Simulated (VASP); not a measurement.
Wanted: the native input for a VASP 6.6.1 run.

| Quantity | Value |
| --- | --- |
| Task | single point |
| Functional | PBE |
| Potentials or basis | VASP PAW PBE potentials, release 64 (Zn) |
| Cutoff | 520 eV |
| k mesh | 14 × 7 × 1 |
| Occupations | fermi-dirac, width 0.1 eV |
| Spin | no spin polarisation |
| Dipole correction | yes |
| Further INCAR settings | ALGO = Normal; EDIFF = 1e-06; NBANDS = 45 |

The structure of Zn lies in POSCAR:

```
Zn
1.0
    2.6358129023      0.0000000000      0.0000000000
    0.0000000000      5.0929172529      0.0000000000
    0.0000000000      0.0000000000     11.8674000000
Zn
6
Direct
    0.7500000000      0.7500000000      0.2954741725
    0.2500000000      0.2500000000      0.2949253291
    0.2500000000      0.7500000000      0.5002735550
    0.7500000000      0.2500000000      0.4997264380
    0.7500000000      0.7500000000      0.7050746709
    0.2500000000      0.2500000000      0.7045258297
```

These files were run (other wordings do the same):

INCAR

```
SYSTEM = Zn
PREC     = Accurate       ! precision mode
ENCUT    = 520            ! plane-wave cutoff, eV
EDIFF    = 1E-6           ! SCF threshold, eV
ISMEAR   = -1             ! smearing method
SIGMA    = 0.1            ! smearing width, eV
LREAL    = .False.        ! projectors in reciprocal space
LASPH    = .True.         ! aspherical terms in the spheres
NELM     = 100            ! most SCF steps
ALGO     = Normal         ! electronic algorithm
ISIF     = 2              ! what is computed and relaxed
LWAVE    = .False.        ! write WAVECAR
LCHARG   = .False.        ! write CHGCAR
LDIPOL   = .True.       
IDIPOL   = 3            
DIPOL    = 0.5 0.5 0.500
GGA      = PE             ! functional
NBANDS   = 45             ! bands
```

KPOINTS

```
Automatic mesh
0
Gamma
  14 7 1
  0 0 0
```

Potentials or basis: VASP PAW PBE potentials, release 64 (Zn).

Launch:

```bash
$ cat potpaw_PBE.64/Zn/POTCAR > POTCAR
$ mpirun -np 1 vasp_std > vasp.out
```

Results of the run:

```
Largest force          : 0.006 eV/Å
Band gap on the k mesh : zero (bands 36 and 37 overlap by 2.33 eV)
```

Run time: 4.8 min on 1 thread of Intel Xeon 8259CL, on a shared host, peak memory 0.34 GiB.
